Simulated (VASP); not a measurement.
# Ti in VASP: a series of runs

The runs below take Ti through single point, with PBE.

Everything below comes from runs of VASP 6.6.1. Logs are shortened: lines on timing, memory, paths and dates and some standing lists are left out, and cuts for length are marked.

### 1 The cell of the first run

Symmetry: Fm-3m, No. 225, cubic system. The conventional cell has a = 3.735 Å, b = 3.735 Å, c = 3.735 Å, α = 90.00°, β = 90.00°, γ = 90.00°. Within 3.5 Å of Ti (site symmetry m-3m) lie 12 Ti at 2.64 Å.

This isn't the form of Ti at room conditions, which is hcp.

### 2 Single point, PBE (strain -0.080 along x and y, -0.080 along z)

Contents of INCAR:

```
PREC = Accurate ; ENCUT = 520
EDIFF = 1E-7 ; ISMEAR = 0
SIGMA = 0.15 ; LREAL = False
LASPH = True ; NELM = 100
ALGO = Normal ; ISIF = 2
LWAVE = False ; LCHARG = False
GGA = PE ; NBANDS = 12
```

Contents of KPOINTS:

```
regular mesh
0
Gamma
  20 20 20
```

Contents of POSCAR:

```
Ti
1.0
    0.0000000000      1.8676000000      1.8676000000
    1.8676000000      0.0000000000      1.8676000000
    1.8676000000      1.8676000000      0.0000000000
Ti
1
Direct
    0.0000000000      0.0000000000      0.0000000000
```

Potentials or basis: VASP PAW PBE potentials, release 64 (Ti_sv).

The run is started by

```sh
> cat potpaw_PBE.64/Ti_sv/POTCAR > POTCAR
> mpirun -np 1 vasp_std > vasp.out
```

OUTCAR:

```text
PREC = Accurate
   ENCUT = 520
   EDIFF = 1E-7
   ISMEAR = 0
   LREAL = False
   LASPH = True
   NELM = 100
   ISIF = 2
   GGA = PE

 ion  position               nearest neighbor table
   1  0.000  0.000  0.000-

  LATTYP: Found a face centered cubic cell.
 ALAT       =     3.7352000000

  Lattice vectors:

 A1 = (   0.0000000000,   1.8676000000,   1.8676000000)
 A2 = (   1.8676000000,   0.0000000000,   1.8676000000)
 A3 = (   1.8676000000,   1.8676000000,   0.0000000000)

Analysis of symmetry for initial positions (statically):
=====================================================================
 Subroutine PRICEL returns:
 Original cell was already a primitive cell.

 Routine SETGRP: Setting up the symmetry group for a
 face centered cubic supercell.

 Subroutine GETGRP returns: Found 48 space group operations
 (whereof 48 operations were pure point group operations)
 out of a pool of 48 trial point group operations.

The static configuration has the point symmetry O_h .

Analysis of symmetry for dynamics (positions and initial velocities):
=====================================================================
 Subroutine PRICEL returns:
 Original cell was already a primitive cell.

 Routine SETGRP: Setting up the symmetry group for a
 face centered cubic supercell.

 Subroutine GETGRP returns: Found 48 space group operations
 (whereof 48 operations were pure point group operations)
 out of a pool of 48 trial point group operations.

The dynamic configuration has the point symmetry O_h .

 Subroutine INISYM returns: Found 48 space group operations
 (whereof 48 operations are pure point group operations),
 and found     1 'primitive' translations

----------------------------------------------------------------------------------------

                                     Primitive cell

  volume of cell :      13.0281

  direct lattice vectors                    reciprocal lattice vectors
     0.000000000  1.867600000  1.867600000    -0.267723281  0.267723281  0.267723281
     1.867600000  0.000000000  1.867600000     0.267723281 -0.267723281  0.267723281
     1.867600000  1.867600000  0.000000000     0.267723281  0.267723281 -0.267723281

  length of vectors
     2.641185249  2.641185249  2.641185249     0.463710325  0.463710325  0.463710325

  position of ions in fractional coordinates (direct lattice)
     0.000000000  0.000000000  0.000000000

  ion indices of the primitive-cell ions
   primitive index   ion index
                 1           1
[... 79 lines left out ...]
   ISYM   =      2    0-nonsym 1-usesym 2-fastsym
   POTIM  = 0.5000    time-step for ionic-motion
   TEBEG  =    0.0;   TEEND  =   0.0 temperature during run
   PSTRESS=    0.0 pullay stress
   NELECT =      12.0000    total number of electrons
   NUPDOWN=      -1.0000    fix difference up-down
   EMIN   =  10.00;   EMAX   =-10.00  energy-range for DOS
   EFERMI =   0.00;   METHOD = LEGACY
   ISMEAR =     0;   SIGMA  =   0.15  broadening in eV -4-tet -1-fermi 0-gaus
   EFERMI_NEDOS =   21; number of points for ismear=-14 and -15
   IALGO  =     38    algorithm
   IMIX   =      4    mixing-type and parameters
     AMIX     =   0.40;   BMIX     =  1.00
     AMIX_MAG =   1.60;   BMIX_MAG =  1.00
  volume/ion in A,a.u.               =      13.03        87.92
  Fermi-wavevector in a.u.,A,eV,Ry     =   1.592849  3.010049 34.520283  2.537169
  Thomas-Fermi vector in A             =   2.691171
   LORBIT       =      0    0 simple, 1 ext, 2 COOP (PROOUT), +10 PAW based schemes
   GGA     = PE    functional components
   LHFCALC =     F    Hartree Fock is set to
   AEXX    =    0.0000 exact exchange contribution
   IVDW    =     0    specifies the selected vdW correction
   LEPSILON=     F    determine dielectric tensor
   LRPA    =     F    only Hartree local field effects (RPA)
 non-spin polarized calculation
 Gauss-broadening in eV      SIGMA  =   0.15
  energy-cutoff  :      520.00
  volume of cell :       13.03
 maximum number of plane-waves:       360
   NGX =  9   NGY =  9   NGZ =  9

 number of electron      12.0000005 magnetization

 Free energy of the ion-electron system (eV)
  ---------------------------------------------------
  ext. energy  EPLUGINS =         0.00000000
  ---------------------------------------------------
  free energy    TOTEN  =        -7.24726793 eV

  energy without entropy =       -7.23401745  energy(sigma->0) =       -7.24064269

 E-fermi :  11.6563     XC(G=0): -12.9232

 val. band max:       11.6530748806   @ k =   0.2000   0.1500   0.0500
 cond. band min:      11.6620394639   @ k =   0.1500   0.1500   0.0000
 fundamental gap:      0.0089645833
 Fermi energy:        11.6563008958

 k-point     1 :       0.0000    0.0000    0.0000
  band No.  band energies     occupation
      1     -44.7138      2.00000
      2     -20.0262      2.00000
      3     -20.0262      2.00000
      4     -20.0262      2.00000
      5       5.0418      2.00000
      6      12.6339      0.00000
      7      12.6339      0.00000
      8      12.6339      0.00000
      9      15.0264      0.00000
     10      15.0264      0.00000
     11      28.5132      0.00000
     12      34.4884      0.00000
[... 331 lines left out ...]
 k-point    24 :      -0.3500    0.0500    0.0000
  band No.  band energies     occupation
      1     -44.3980      2.00000
      2     -21.3931      2.00000
      3     -20.2345      2.00000
      4     -20.1799      2.00000
      5       8.2867      2.00000
      6      12.1448      0.00000
      7      12.5971      0.00000
      8      12.6980      0.00000
      9      15.7803      0.00000
     10      16.3812      0.00000
     11      25.0535      0.00000
     12      28.7416      0.00000

 [... further k-points ...]

------------------------ aborting loop because EDIFF is reached ----------------------------------------

  FORCE on cell =-STRESS in cart. coord.  units (eV):
  Direction    XX          YY          ZZ          XY          YZ          ZX
  --------------------------------------------------------------------------------------
  -------------------------------------------------------------------------------------
  Total        3.9792260      3.9792260      3.9792260      0.0000000      0.0000000     -0.0000000
  in kB      489.3590243    489.3590243    489.3590243      0.0000000      0.0000000     -0.0000000
  external PRESSURE =     489.3590243 kB  Pullay stress =       0.0000000 kB

 VOLUME and BASIS-vectors are now :
 -----------------------------------------------------------------------------
  energy-cutoff  :      520.00
  volume of cell :       13.03
      direct lattice vectors                 reciprocal lattice vectors
     0.000000000  1.867600000  1.867600000    -0.267723281  0.267723281  0.267723281
     1.867600000  0.000000000  1.867600000     0.267723281 -0.267723281  0.267723281
     1.867600000  1.867600000  0.000000000     0.267723281  0.267723281 -0.267723281

 POSITION                                       TOTAL-FORCE (eV/Angst)
 -----------------------------------------------------------------------------------
      0.00000      0.00000      0.00000         0.000000      0.000000      0.000000
 -----------------------------------------------------------------------------------
    total drift:                               -0.000000     -0.000000     -0.000000

  FREE ENERGIE OF THE ION-ELECTRON SYSTEM (eV)
  ---------------------------------------------------
  free  energy   TOTEN  =        -7.2472679283 eV

  energy  without entropy=       -7.2340174498  energy(sigma->0) =       -7.24064269
```

OSZICAR:

```text
N       E                     dE             d eps       ncg     rms          rms(c)
DAV:   1     0.844413489113E+02    0.84441E+02   -0.66265E+03  6216   0.129E+03
DAV:   2    -0.404569176872E+01   -0.88487E+02   -0.85757E+02  6276   0.300E+02
DAV:   3    -0.765672411758E+01   -0.36110E+01   -0.35749E+01  7788   0.621E+01
DAV:   4    -0.774845006779E+01   -0.91726E-01   -0.91604E-01  6940   0.870E+00
DAV:   5    -0.775072105358E+01   -0.22710E-02   -0.22709E-02  7216   0.119E+00    0.118E+01
DAV:   6    -0.720708681589E+01    0.54363E+00   -0.11514E+00  6720   0.170E+01    0.412E+00
DAV:   7    -0.722072127432E+01   -0.13634E-01   -0.12319E-01  7684   0.469E+00    0.177E+00
DAV:   8    -0.724698780920E+01   -0.26267E-01   -0.66815E-02  6392   0.273E+00    0.124E-01
DAV:   9    -0.724708569411E+01   -0.97885E-04   -0.61554E-03  7216   0.725E-01    0.136E-01
DAV:  10    -0.724729693185E+01   -0.21124E-03   -0.58482E-04  6432   0.243E-01    0.318E-02
DAV:  11    -0.724726909802E+01    0.27834E-04   -0.39835E-05  7440   0.901E-02    0.836E-03
DAV:  12    -0.724726802735E+01    0.10707E-05   -0.11850E-06  6868   0.121E-02    0.188E-03
DAV:  13    -0.724726820270E+01   -0.17535E-06   -0.29657E-07  7248   0.496E-03    0.142E-03
DAV:  14    -0.724726795143E+01    0.25127E-06   -0.25249E-08  3676   0.178E-03    0.360E-04
DAV:  15    -0.724726792826E+01    0.23165E-07   -0.45395E-09  3312   0.689E-04
   1 F= -.72472679E+01 E0= -.72406427E+01  d E =-.132505E-01
```

Run time: 21 s. Hardware: 1 thread of AMD EPYC 9R45 (Zen 5), shared host; peak memory 0.12 GiB.

Results:

```
Free energy            : -7.2473 eV
Pressure               : 48.9 GPa
Band gap on the k mesh : zero (bands 6 and 7 overlap by 1.46 eV)
```

Caveat: the cell differs from its parent crystal (strain -0.080 along x and y, -0.080 along z); the cell stands under pressure.

### 3 Single point, PBE (strain +0.080 along x and y, +0.080 along z)

Contents of INCAR:

```
  PREC = Accurate
  ENCUT = 520
  EDIFF = 1E-7
  ISMEAR = 0
  SIGMA = 0.15
  LREAL = False
  LASPH = True
  NELM = 100
  ALGO = Normal
  ISIF = 2
  LWAVE = False
  LCHARG = True
  GGA = PE
  LELF = True
  LVHAR = True
  NBANDS = 12
```

KPOINTS is that of step 2.

Contents of POSCAR:

```
Ti
1.0
    0.0000000000      2.1924000000      2.1924000000
    2.1924000000      0.0000000000      2.1924000000
    2.1924000000      2.1924000000      0.0000000000
Ti
1
Direct
    0.0000000000      0.0000000000      0.0000000000
```

Potentials or basis: VASP PAW PBE potentials, release 64 (Ti_sv).

The run is started by

```sh
> cat potpaw_PBE.64/Ti_sv/POTCAR > POTCAR
> mpirun -np 1 vasp_std > vasp.out
```

Run time: 33 s. Hardware: 1 thread of AMD EPYC 9R45 (Zen 5), shared host; peak memory 0.16 GiB.

It converged, with:

```yaml
Free_energy: -7.5907 eV
Pressure: -14.7 GPa
Band_gap_on_the_k_mesh: zero (bands 6 and 7 overlap by 1.05 eV)
```

Levels at points of the mesh, in eV from the Fermi level:
| k point | band 4 | band 5 | band 6 | band 7 | band 8 | band 9 |
| --- | --- | --- | --- | --- | --- | --- |
| (0.00, 0.00, 0.00) | -33.09 | -5.59 | 0.73 | 0.73 | 0.73 | 1.98 |
| (0.50, 0.00, 0.00) | -33.13 | -2.18 | 0.30 | 0.66 | 0.66 | 2.78 |
| (0.50, 0.50, 0.00) | -33.21 | -1.98 | -1.26 | 2.14 | 2.78 | 2.98 |

Caveat: the cell differs from its parent crystal (strain +0.080 along x and y, +0.080 along z); the cell stands under tension.

### 4 Single point, PBE (strain -0.080 along x and y, -0.040 along z)

Contents of INCAR:

```
SYSTEM = Ti
PREC = Accurate
ENCUT = 520
EDIFF = 1E-7
ISMEAR = 0
SIGMA = 0.15
LREAL = .FALSE.
LASPH = .TRUE.
NELM = 60
ALGO = Normal
ISIF = 2
LWAVE = .FALSE.
LCHARG = .FALSE.
GGA = PE
NBANDS = 12
```

Contents of KPOINTS:

```
regular mesh
0
G
  20 20 20
  0 0 0
```

Contents of POSCAR:

```
Ti
1.0
    0.0000000000      1.8676000000      1.9488000000
    1.8676000000      0.0000000000      1.9488000000
    1.8676000000      1.8676000000      0.0000000000
Ti
1
Direct
    0.0000000000      0.0000000000      0.0000000000
```

The run is started by

```sh
> cat potpaw_PBE.64/Ti_sv/POTCAR > POTCAR
> mpirun -np 1 vasp_std > vasp.out
```

Wall time 50 s (1 thread of AMD EPYC 9R45 (Zen 5), shared host); peak memory 0.18 GiB.

The run converged. Its results:

```
Free energy            : -7.4008 eV
Pressure               : 38.9 GPa
Band gap on the k mesh : zero (bands 6 and 7 overlap by 1.47 eV)
```

Stress tensor (GPa, compression positive):
```
39.31  0.00  0.00
 0.00 39.31  0.00
 0.00  0.00 38.05
```

Levels at points of the mesh, in eV from the Fermi level:
| k point | band 2 | band 3 | band 4 | band 5 | band 6 | band 7 | band 8 | band 9 | band 10 | band 11 |
| --- | --- | --- | --- | --- | --- | --- | --- | --- | --- | --- |
| (0.00, 0.00, 0.00) | -31.82 | -31.81 | -31.81 | -6.56 | 0.69 | 1.14 | 1.14 | 2.95 | 3.51 | 16.66 |
| (0.50, 0.00, 0.00) | -33.26 | -32.03 | -31.95 | -3.21 | 0.56 | 1.04 | 1.51 | 4.64 | 4.85 | 11.10 |
| (0.50, 0.50, 0.00) | -33.15 | -32.24 | -32.24 | -3.55 | -2.43 | 3.67 | 4.77 | 5.13 | 5.13 | 13.18 |
| (0.50, 0.00, 0.50) | -33.14 | -32.39 | -32.28 | -3.59 | -2.55 | 4.61 | 4.71 | 4.96 | 5.33 | 13.79 |

Caveat: the cell differs from its parent crystal (strain -0.080 along x and y, -0.040 along z); the cell stands under pressure.

### 5 Single point, PBE (strain -0.080 along x and y, +0.000 along z)

Contents of INCAR:

```
SYSTEM = Ti
PREC = Accurate
ENCUT = 520
EDIFF = 1E-7
ISMEAR = 0
SIGMA = 0.15
LREAL = .False.
LASPH = .True.
NELM = 100
ALGO = Normal
ISIF = 2
LWAVE = .False.
LCHARG = .False.
GGA = PE
NBANDS = 12
```

Contents of KPOINTS:

```
regular mesh
0
Gamma
  20 20 20
  0 0 0
```

Contents of POSCAR:

```
Ti
1.0
    0.0000000000      1.8676000000      2.0300000000
    1.8676000000      0.0000000000      2.0300000000
    1.8676000000      1.8676000000      0.0000000000
Ti
1
Direct
    0.0000000000      0.0000000000      0.0000000000
```

The run is started by

```sh
> cat potpaw_PBE.64/Ti_sv/POTCAR > POTCAR
> mpirun -np 1 vasp_std > vasp.out
```

Wall time 63 s (1 thread of AMD EPYC 9R45 (Zen 5), shared host); peak memory 0.19 GiB.

The run converged. Its results:

| Property | Result |
| --- | --- |
| Free energy | -7.5190 eV |
| Pressure | 30.2 GPa |
| Band gap on the k mesh | zero (bands 6 and 7 overlap by 1.53 eV) |

Stress tensor (GPa, compression positive):
```
30.86  0.00  0.00
 0.00 30.86  0.00
 0.00  0.00 28.83
```

Levels at points of the mesh, in eV from the Fermi level:
```tsv
k point	band 4	band 5	band 6	band 7	band 8	band 9
(0.00, 0.00, 0.00)	-31.91	-6.48	0.46	1.32	1.32	2.56
(0.50, 0.00, 0.00)	-32.00	-3.07	0.40	1.28	1.36	4.38
(0.50, 0.50, 0.00)	-32.25	-3.32	-2.19	2.88	4.62	4.90
(0.50, 0.00, 0.50)	-32.31	-3.38	-2.36	4.47	4.56	4.64
```

Caveat: the cell differs from its parent crystal (strain -0.080 along x and y, +0.000 along z); the cell stands under pressure.

(Continued in part 2 of 2.)
